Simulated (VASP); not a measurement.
# Sn4O7 (a cell with a defect) in VASP: single point with LDA

Aim: the single point of Sn4O7 (a cell with a defect) with LDA.

Program: VASP 6.6.1. These are calculated values, not measurements. Logs are shortened: lines on timing, memory, paths and dates and some standing lists are left out, and cuts for length are marked.

**1. The cell of the first run**

The cell holds a defect, 11 atoms: a = 4.738 Å, b = 4.738 Å, c = 6.373 Å, α = 90.00°, β = 90.00°, γ = 90.00°.

**2. Single point, LDA**

The input, INCAR:

```
SYSTEM = Sn4O7
ALGO     = Normal         ! electronic algorithm
EDIFF    = 1E-6           ! SCF threshold, eV
ENCUT    = 520            ! plane-wave cutoff, eV
GGA_COMPAT= .FALSE.      
ISIF     = 2              ! what is computed and relaxed
ISMEAR   = 0              ! smearing method
LASPH    = .TRUE.         ! aspherical terms in the spheres
LCHARG   = .FALSE.        ! write CHGCAR
LREAL    = .FALSE.        ! projectors in reciprocal space
LWAVE    = .FALSE.        ! write WAVECAR
NBANDS   = 60             ! bands
NELM     = 120            ! most SCF steps
PREC     = Accurate       ! precision mode
SIGMA    = 0.05           ! smearing width, eV
```

The input, KPOINTS:

```
k-points
0
G
  4 4 2
  0 0 0
```

The input, POSCAR:

```
Sn4O7
1.0
    4.7380000000      0.0000000000      0.0000000000
    0.0000000000      4.7380000000      0.0000000000
    0.0000000000      0.0000000000      6.3730000000
Sn O
4 7
Direct
    0.0000000000      0.0000000000      0.0000000000
    0.5000000000      0.5000000000      0.2500000000
    0.0000000000      0.0000000000      0.5000000000
    0.5000000000      0.5000000000      0.7500000000
    0.1929000000      0.8071000000      0.2500000000
    0.6929000000      0.6929000000      0.0000000000
    0.8071000000      0.1929000000      0.2500000000
    0.3071000000      0.3071000000      0.5000000000
    0.1929000000      0.8071000000      0.7500000000
    0.6929000000      0.6929000000      0.5000000000
    0.8071000000      0.1929000000      0.7500000000
```

Potentials or basis: VASP PAW LDA potentials, release 64 (Sn_d, O).

Command:

```console
cat potpaw_LDA.64/Sn_d/POTCAR potpaw_LDA.64/O/POTCAR > POTCAR
mpirun -np 1 vasp_std > vasp.out
```

OUTCAR:

```text
SYSTEM = Sn4O7
   EDIFF = 1E-6
   ENCUT = 520
   ISIF = 2
   ISMEAR = 0
   LASPH = .TRUE.
   LREAL = .FALSE.
   NELM = 120
   PREC = Accurate

 ion  position               nearest neighbor table
   1  0.000  0.000  0.000-   5 2.05   7 2.05   9 2.05  11 2.05   6 2.06   3 3.19   3 3.19   2 3.71
                             4 3.71   2 3.71   4 3.71   2 3.71   4 3.71   2 3.71   4 3.71
   2  0.500  0.500  0.250-   6 2.05   8 2.05  10 2.05   5 2.06   7 2.06   4 3.19   4 3.19   3 3.71
                             1 3.71   1 3.71   3 3.71   1 3.71   3 3.71   1 3.71   3 3.71
   3  0.000  0.000  0.500-   5 2.05   7 2.05   9 2.05  11 2.05  10 2.06   8 2.06   1 3.19   1 3.19
                             4 3.71   2 3.71   2 3.71   4 3.71   2 3.71   4 3.71   2 3.71   4 3.71
   4  0.500  0.500  0.750-   6 2.05   8 2.05  10 2.05   9 2.06  11 2.06   2 3.19   2 3.19   1 3.71
                             3 3.71   1 3.71   3 3.71   1 3.71   3 3.71   1 3.71   3 3.71
   5  0.193  0.807  0.250-   1 2.05   3 2.05   2 2.06
   6  0.693  0.693  0.000-   2 2.05   4 2.05   1 2.06
   7  0.807  0.193  0.250-   1 2.05   3 2.05   2 2.06
   8  0.307  0.307  0.500-   2 2.05   4 2.05   3 2.06
   9  0.193  0.807  0.750-   1 2.05   3 2.05   4 2.06
  10  0.693  0.693  0.500-   2 2.05   4 2.05   3 2.06
  11  0.807  0.193  0.750-   1 2.05   3 2.05   4 2.06

  LATTYP: Found a simple tetragonal cell.
 ALAT       =     4.7380000000
 C/A-ratio  =     1.3450823132

  Lattice vectors:

 A1 = (   4.7380000000,   0.0000000000,   0.0000000000)
 A2 = (   0.0000000000,   4.7380000000,   0.0000000000)
 A3 = (   0.0000000000,   0.0000000000,   6.3730000000)

Analysis of symmetry for initial positions (statically):
=====================================================================
 Subroutine PRICEL returns:
 Original cell was already a primitive cell.

 Routine SETGRP: Setting up the symmetry group for a
 simple tetragonal supercell.

 Subroutine GETGRP returns: Found  4 space group operations
 (whereof  4 operations were pure point group operations)
 out of a pool of 16 trial point group operations.

The static configuration has the point symmetry C_2v.

Analysis of symmetry for dynamics (positions and initial velocities):
=====================================================================
 Subroutine PRICEL returns:
 Original cell was already a primitive cell.

 Routine SETGRP: Setting up the symmetry group for a
 simple tetragonal supercell.

 Subroutine GETGRP returns: Found  4 space group operations
 (whereof  4 operations were pure point group operations)
 out of a pool of 16 trial point group operations.

The dynamic configuration has the point symmetry C_2v.

 Subroutine INISYM returns: Found  4 space group operations
 (whereof  4 operations are pure point group operations),
 and found     1 'primitive' translations

----------------------------------------------------------------------------------------

                                     Primitive cell

  volume of cell :     143.0652

  direct lattice vectors                    reciprocal lattice vectors
     4.738000000  0.000000000  0.000000000     0.211059519  0.000000000  0.000000000
     0.000000000  4.738000000  0.000000000     0.000000000  0.211059519  0.000000000
     0.000000000  0.000000000  6.373000000     0.000000000  0.000000000  0.156911972

  length of vectors
     4.738000000  4.738000000  6.373000000     0.211059519  0.211059519  0.156911972

  position of ions in fractional coordinates (direct lattice)
     0.000000000  0.000000000  0.000000000
     0.500000000  0.500000000  0.250000000
     0.000000000  0.000000000  0.500000000
     0.500000000  0.500000000  0.750000000
     0.192900000  0.807100000  0.250000000
     0.692900000  0.692900000  0.000000000
     0.807100000  0.192900000  0.250000000
     0.307100000  0.307100000  0.500000000
     0.192900000  0.807100000  0.750000000
     0.692900000  0.692900000  0.500000000
     0.807100000  0.192900000  0.750000000

  ion indices of the primitive-cell ions
   primitive index   ion index
                 1           1
                 2           2
                 3           3
                 4           4
                 5           5
                 6           6
                 7           7
                 8           8
                 9           9
                10          10
                11          11

----------------------------------------------------------------------------------------

 KPOINTS: k-points

Automatic generation of k-mesh.
 Grid dimensions read from file:
 generate k-points for:    4    4    2

 Generating k-lattice:

  Cartesian coordinates                     Fractional coordinates (reciprocal lattice)
     0.052764880  0.000000000  0.000000000     0.250000000  0.000000000  0.000000000
     0.000000000  0.052764880  0.000000000     0.000000000  0.250000000  0.000000000
     0.000000000  0.000000000  0.078455986     0.000000000  0.000000000  0.500000000

  Length of vectors
     0.052764880  0.052764880  0.078455986

  Shift w.r.t. Gamma in fractional coordinates (k-lattice)
     0.000000000  0.000000000  0.000000000

 Subroutine IBZKPT returns following result:
 ===========================================

 Found     14 irreducible k-points:

 Following reciprocal coordinates:
            Coordinates               Weight
  0.000000  0.000000  0.000000      1.000000
  0.250000  0.000000  0.000000      4.000000
  0.500000  0.000000  0.000000      2.000000
  0.250000  0.250000  0.000000      2.000000
 -0.250000  0.250000  0.000000      2.000000
  0.500000  0.250000  0.000000      4.000000
  0.500000  0.500000  0.000000      1.000000
  0.000000  0.000000  0.500000      1.000000
  0.250000  0.000000  0.500000      4.000000
  0.500000  0.000000  0.500000      2.000000
  0.250000  0.250000  0.500000      2.000000
 -0.250000  0.250000  0.500000      2.000000
  0.500000  0.250000  0.500000      4.000000
  0.500000  0.500000  0.500000      1.000000
   k-points           NKPTS =     14   k-points in BZ     NKDIM =     14   number of bands    NBANDS=     60
   number of dos      NEDOS =    301   number of ions     NIONS =     11
   total plane-waves  NPLWV =  62208
   dimension x,y,z NGX =    36 NGY =   36 NGZ =   48
   dimension x,y,z NGXF=    72 NGYF=   72 NGZF=   96
   ions per type =               4   7
   NGX,Y,Z   is equivalent  to a cutoff of  12.63, 12.63, 12.52 a.u.
   NGXF,Y,Z  is equivalent  to a cutoff of  25.26, 25.26, 25.04 a.u.
 SYSTEM =  Sn4O7
   PREC   = accura    normal or accurate (medium, high low for compatibility)
   ISTART =      0    job   : 0-new  1-cont  2-samecut
   ICHARG =      2    charge: 1-file 2-atom 10-const
   ISPIN  =      1    spin polarized calculation?
   LNONCOLLINEAR =      F non collinear calculations
   LSORBIT =      F    spin-orbit coupling
   LASPH  =      T    aspherical Exc in radial PAW
   ENCUT  =  520.0 eV  38.22 Ry    6.18 a.u.   8.81  8.81 11.85*2*pi/ulx,y,z
   NELM   =    120;   NELMIN=  2; NELMDL= -5     # of ELM steps
   EDIFF  = 0.1E-05   stopping-criterion for ELM
   LREAL  =      F    real-space projection
   EDIFFG = 0.1E-04   stopping-criterion for IOM
   NSW    =      0    number of steps for IOM
   IBRION =     -1    ionic relax: 0-MD 1-quasi-New 2-CG
   NFREE  =      0    steps in history (QN), initial steepest desc. (CG)
   ISIF   =      2    stress and relaxation
   ISYM   =      2    0-nonsym 1-usesym 2-fastsym
   POTIM  = 0.5000    time-step for ionic-motion
   TEBEG  =    0.0;   TEEND  =   0.0 temperature during run
   PSTRESS=    0.0 pullay stress
   NELECT =      98.0000    total number of electrons
   NUPDOWN=      -1.0000    fix difference up-down
   EMIN   =  10.00;   EMAX   =-10.00  energy-range for DOS
   EFERMI =   0.00;   METHOD = LEGACY
   ISMEAR =     0;   SIGMA  =   0.05  broadening in eV -4-tet -1-fermi 0-gaus
   EFERMI_NEDOS =   21; number of points for ismear=-14 and -15
   IALGO  =     38    algorithm
   IMIX   =      4    mixing-type and parameters
     AMIX     =   0.40;   BMIX     =  1.00
     AMIX_MAG =   1.60;   BMIX_MAG =  1.00
  volume/ion in A,a.u.               =      13.01        87.77
  Fermi-wavevector in a.u.,A,eV,Ry     =   1.443130  2.727121 28.335830  2.082625
  Thomas-Fermi vector in A             =   2.561572
   LORBIT       =      0    0 simple, 1 ext, 2 COOP (PROOUT), +10 PAW based schemes
   GGA     = CA    functional components
   LHFCALC =     F    Hartree Fock is set to
   AEXX    =    0.0000 exact exchange contribution
   IVDW    =     0    specifies the selected vdW correction
   LEPSILON=     F    determine dielectric tensor
   LRPA    =     F    only Hartree local field effects (RPA)
 non-spin polarized calculation
 Gauss-broadening in eV      SIGMA  =   0.05
  energy-cutoff  :      520.00
  volume of cell :      143.07
 maximum number of plane-waves:      3896
   NGX = 17   NGY = 17   NGZ = 23

 number of electron      97.9999989 magnetization

 Free energy of the ion-electron system (eV)
  ---------------------------------------------------
  ext. energy  EPLUGINS =         0.00000000
  ---------------------------------------------------
  free energy    TOTEN  =       -74.38035622 eV

  energy without entropy =      -74.37910585  energy(sigma->0) =      -74.37973103

 E-fermi :   7.4433     XC(G=0): -11.4909

 val. band max:        7.3928384216   @ k =   0.5000   0.0000   0.5000
 cond. band min:       7.4780272819   @ k =   0.0000   0.0000   0.5000
 fundamental gap:      0.0851888603
 Fermi energy:         7.4433324490

 k-point     1 :       0.0000    0.0000    0.0000
  band No.  band energies     occupation
      1     -15.4008      2.00000
      2     -15.2336      2.00000
      3     -15.0128      2.00000
      4     -14.6723      2.00000
      5     -14.6478      2.00000
      6     -14.5344      2.00000
[... 52 lines left out ...]
     59      15.2623      0.00000
     60      15.7863      0.00000

 k-point     2 :       0.2500    0.0000    0.0000
  band No.  band energies     occupation
      1     -15.3331      2.00000
      2     -15.3317      2.00000
      3     -15.0857      2.00000
      4     -14.7141      2.00000
      5     -14.4920      2.00000
      6     -14.4801      2.00000
[... 52 lines left out ...]
     59      14.7011      0.00000
     60      16.1567      0.00000

 k-point     3 :       0.5000    0.0000    0.0000
  band No.  band energies     occupation
      1     -15.4032      2.00000
      2     -15.2458      2.00000
      3     -15.1121      2.00000
      4     -14.8607      2.00000
      5     -14.4136      2.00000
      6     -14.4090      2.00000
[... 682 lines left out ...]
     59      15.0181      0.00000
     60      15.1841      0.00000

 k-point    14 :       0.5000    0.5000    0.5000
  band No.  band energies     occupation
      1     -14.9725      2.00000
      2     -14.9268      2.00000
      3     -14.9115      2.00000
      4     -14.8942      2.00000
      5     -14.8791      2.00000
      6     -14.8586      2.00000
[... 52 lines left out ...]
     59      15.5934      0.00000
     60      15.8798      0.00000

------------------------ aborting loop because EDIFF is reached ----------------------------------------

  FORCE on cell =-STRESS in cart. coord.  units (eV):
  Direction    XX          YY          ZZ          XY          YZ          ZX
  --------------------------------------------------------------------------------------
  -------------------------------------------------------------------------------------
  Total        1.7383564      1.7383564      3.1094207     -2.8967378      0.0000000      0.0000000
  in kB       19.4677321     19.4677321     34.8221860    -32.4403653      0.0000000      0.0000000
  external PRESSURE =      24.5858834 kB  Pullay stress =       0.0000000 kB

 VOLUME and BASIS-vectors are now :
 -----------------------------------------------------------------------------
  energy-cutoff  :      520.00
  volume of cell :      143.07
      direct lattice vectors                 reciprocal lattice vectors
     4.738000000  0.000000000  0.000000000     0.211059519  0.000000000  0.000000000
     0.000000000  4.738000000  0.000000000     0.000000000  0.211059519  0.000000000
     0.000000000  0.000000000  6.373000000     0.000000000  0.000000000  0.156911972

 POSITION                                       TOTAL-FORCE (eV/Angst)
 -----------------------------------------------------------------------------------
      0.00000      0.00000      0.00000         0.503131      0.503131     -0.000000
      2.36900      2.36900      1.59325        -0.398204     -0.398204     -0.647543
      0.00000      0.00000      3.18650         0.024411      0.024411     -0.000000
      2.36900      2.36900      4.77975        -0.398204     -0.398204      0.647543
      0.91396      3.82404      1.59325         0.111667     -0.098353      0.093508
      3.28296      3.28296      0.00000         0.548416      0.548416     -0.000000
      3.82404      0.91396      1.59325        -0.098353      0.111667      0.093508
      1.45504      1.45504      3.18650        -0.327578     -0.327578     -0.000000
      0.91396      3.82404      4.77975         0.111667     -0.098353     -0.093508
      3.28296      3.28296      3.18650         0.021400      0.021400     -0.000000
      3.82404      0.91396      4.77975        -0.098353      0.111667     -0.093508
 -----------------------------------------------------------------------------------
    total drift:                               -0.000121     -0.000121     -0.000001

  FREE ENERGIE OF THE ION-ELECTRON SYSTEM (eV)
  ---------------------------------------------------
  free  energy   TOTEN  =       -74.3803562193 eV

  energy  without entropy=      -74.3791058480  energy(sigma->0) =      -74.37973103
```

It took 78 s on 1 thread of Intel Xeon Platinum 8559C (Emerald Rapids), shared host; peak memory 0.23 GiB.

Results:

| Item | Value |
| --- | --- |
| Free energy | -74.3804 eV |
| Pressure | 2.5 GPa |
| Largest force | 0.858 eV/Å |
| Band gap on the k mesh | 0.09 eV |

Forces on the atoms (eV/Å):
```
Sn   0.503  0.503  0.000
Sn  -0.398 -0.398 -0.648
Sn   0.024  0.024  0.000
Sn  -0.398 -0.398  0.648
O    0.112 -0.098  0.094
O    0.548  0.548  0.000
O   -0.098  0.112  0.094
O   -0.328 -0.328  0.000
O    0.112 -0.098 -0.094
O    0.021  0.021  0.000
O   -0.098  0.112 -0.094
```

Stress tensor (GPa, compression positive):
```
 1.95 -3.24  0.00
-3.24  1.95  0.00
 0.00  0.00  3.48
```

Caveat: the k points lie up to 0.49 Å⁻¹ apart; spin-orbit coupling is left out, which moves the levels of the heavy elements.
